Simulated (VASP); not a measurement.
Input of a VASP 6.6.1 run:

The input INCAR:

```
  PREC = Accurate
  ENCUT = 520
  EDIFF = 1E-6
  ISMEAR = 0
  SIGMA = 0.05
  LREAL = False
  LASPH = True
  NELM = 100
  ALGO = Normal
  ISIF = 2
  LWAVE = False
  LCHARG = False
  GGA = PS
  NBANDS = 16
```

KPOINTS

```
Automatic mesh
0
Gamma
  10 10 10
```

POSCAR

```
AgCl
1.0
    3.3311591989      0.0000000000     -0.1832137559
    0.0000000000      3.3311591989     -0.0916068780
   -0.1832137559     -0.0916068780      3.3311591989
Ag Cl
1 1
Direct
    0.0000000000      0.0000000000      0.0000000000
    0.5000000000      0.5000000000      0.5000000000
```

Potentials or basis: VASP PAW PBE potentials, release 64 (Ag, Cl).

Command:

```bash
$ cat potpaw_PBE.64/Ag/POTCAR potpaw_PBE.64/Cl/POTCAR > POTCAR
$ mpirun -np 1 vasp_std > vasp.out
```

(1) What does it give for the pressure?

(2) Predict the band gap on the k mesh.

## Answers

(1) 0.6 GPa.

(2) 0.15 eV (least direct gap 2.11 eV).

Caveat: the cell differs from its parent crystal (engineering shear strain xz -0.1100, engineering shear strain yz -0.0550); the PAW data sets were made with another functional, which shifts forces and pressure a little.
